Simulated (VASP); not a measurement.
Wanted: the native input for a VASP 6.6.1 run.

* Task: single point
* Functional: PBE
* Potentials or basis: VASP PAW PBE potentials, release 64 (Ag, Cl)
* Cutoff: 520 eV
* k mesh: 8 × 8 × 8
* Occupations: gaussian, width 0.02 eV
* Spin: no spin polarisation
* Dipole correction: no
* Further INCAR settings: ALGO = Normal; EDIFF = 1e-07; NBANDS = 16

The structure of AgCl lies in POSCAR:

```
AgCl
1.0
    0.0000000000      3.0293449397      3.0293449397
    3.0293449397      0.0000000000      3.0293449397
    3.0293449397      3.0293449397      0.0000000000
Ag Cl
1 1
Direct
    0.0000000000      0.0000000000      0.0000000000
    0.7500000000      0.7500000000      0.7500000000
```

These files were run (other wordings do the same):

INCAR

```
SYSTEM = AgCl
ALGO = Normal
EDIFF = 1E-7
ENCUT = 520
GGA = PE
ISIF = 2
ISMEAR = 0
LASPH = .True.
LCHARG = .False.
LREAL = .False.
LWAVE = .False.
NBANDS = 16
NELM = 60
PREC = Accurate
SIGMA = 0.02
```

KPOINTS

```
k-points
0
Gamma
  8 8 8
  0 0 0
```

Potentials or basis: VASP PAW PBE potentials, release 64 (Ag, Cl).

Command:

```bash
$ cat potpaw_PBE.64/Ag/POTCAR potpaw_PBE.64/Cl/POTCAR > POTCAR
$ mpirun -np 1 vasp_std > vasp.out
```

Results of the run:

The pressure is -0.1 GPa and the band gap on the k mesh is 1.29 eV, direct.

Wall time 12 s on 1 thread of Intel(R) Xeon(R) 6975P-C (Granite Rapids) (shared host), peak memory 0.17 GiB.
